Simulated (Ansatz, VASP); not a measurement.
Two plane-wave programs on P2Se2O

```
P Se O
1.0
    -2.22807    2.22807    5.21096
     2.22807   -2.22807    5.21096
     2.22807    2.22807   -5.21096
P Se O
2 2 1
Direct
  0.61910 0.61910 0.00000
  0.38090 0.38090 0.00000
  0.25000 0.75000 0.50000
  0.75000 0.25000 0.50000
  0.00000 0.00000 0.00000
```

Change from the starting cell: species swapped into the CeSi2Pd2 type (I4/mmm, No. 139).

Alike in both runs: task single point; functional PBE; dispersion D3(BJ); k mesh 6 × 6 × 6; occupations gaussian, width 0.1 eV; collinear spin.

|  | VASP | Ansatz |
| --- | --- | --- |
| version | VASP 6.6.1 | Ansatz 0.2.0 |
| potentials or method | VASP PAW PBE potentials, release 64 (P, Se, O), cutoff 520 eV | scalar-relativistic, plane waves, PAW |
| valence electrons in the cell | 28 | 48 |

Ansatz gave:

| Item | Value |
| --- | --- |
| gap on the k mesh at the Fermi level (eV) | none |
| pressure (GPa) | -6.4 |
| traceless stress, the component that is largest in VASP (GPa) | -4.52 |
| rms of the force components (eV/Å) | 0.483 |
| net moment per atom (μB) | 0.11 |
| size of the moment on the site where the two differ most (μB) | 0.82 |

Problem. Which values does VASP return?

Solution. gap on the k mesh at the Fermi level (eV): none; pressure (GPa): -7.7; traceless stress, the component that is largest in VASP (GPa): -3.95; rms of the force components (eV/Å): 0.468; net moment per atom (μB): 0.00; size of the moment on the site where the two differ most (μB): 0.00.

The net moments are unlike, so the other rows may belong to different states. Site moments also hang on the region over which each program counts them. Atom by atom the forces differ by 0.015 eV/Å (rms over components). A gap of «none» marks a metal or a gap that the smearing closes. VASP's potentials hold 28 valence electrons a cell and Ansatz's 48, so a difference there can come from the potentials and not from the codes.
